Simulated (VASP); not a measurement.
The system is AlN.

```
Al N
1.0
     3.31212    0.00000    0.00000
    -1.65606    2.86838    0.00000
     0.00000    0.00000    4.18756
Al N
2 2
Direct
  0.33333 0.66667 0.75000
  0.66667 0.33333 0.25000
  0.33333 0.66667 0.25000
  0.66667 0.33333 0.75000
```

```yaml
Program: VASP 6.6.1
Task: relaxation of cell and atoms
Functional: LDA
Potentials_or_basis: VASP PAW LDA potentials, release 64 (Al, N)
Cutoff: 600 eV
k_mesh: 6 × 6 × 4
Occupations: gaussian, width 0.01 eV
Spin: no spin polarisation
```

At the start: pressure -8.3 GPa; volume 9.95 Å³/atom.

Problem. How do energy, volume and symmetry change on relaxing?

Solution. Over 9 steps the energy falls by 10.8 meV/atom and the volume is 9.55 Å³/atom (-4.0 %); space group P6_3/mmc (No. 194, to 0.05 Å).

Step by step:
```tsv
step	energy change (eV)	largest force (eV/Å)	pressure (GPa)	volume (Å³)
1	0.0000	0.0000	-8.33	39.78
2	-0.0057	0.0000	8.75	36.88
3	-0.0414	0.0000	-0.04	38.24
4	-0.0414	0.0000	0.15	38.21
5	-0.0428	0.0000	0.15	38.18
6	-0.0431	0.0000	0.18	38.16
7	-0.0431	0.0000	0.18	38.16
8	-0.0431	0.0000	-0.18	38.22
9	-0.0431	0.0000	0.00	38.19
```

Final structure:
```cif
data_structure
_symmetry_space_group_name_H-M 'P 1'
_symmetry_Int_Tables_number 1
_cell_length_a 3.2790
_cell_length_b 3.2790
_cell_length_c 4.1018
_cell_angle_alpha 90.000
_cell_angle_beta 90.000
_cell_angle_gamma 120.000
_cell_volume 38.19
loop_
_atom_site_label
_atom_site_type_symbol
_atom_site_fract_x
_atom_site_fract_y
_atom_site_fract_z
_atom_site_occupancy
Al1 Al 0.33333 0.66667 0.75000 1
Al2 Al 0.66667 0.33333 0.25000 1
N1 N 0.33333 0.66667 0.25000 1
N2 N 0.66667 0.33333 0.75000 1
```
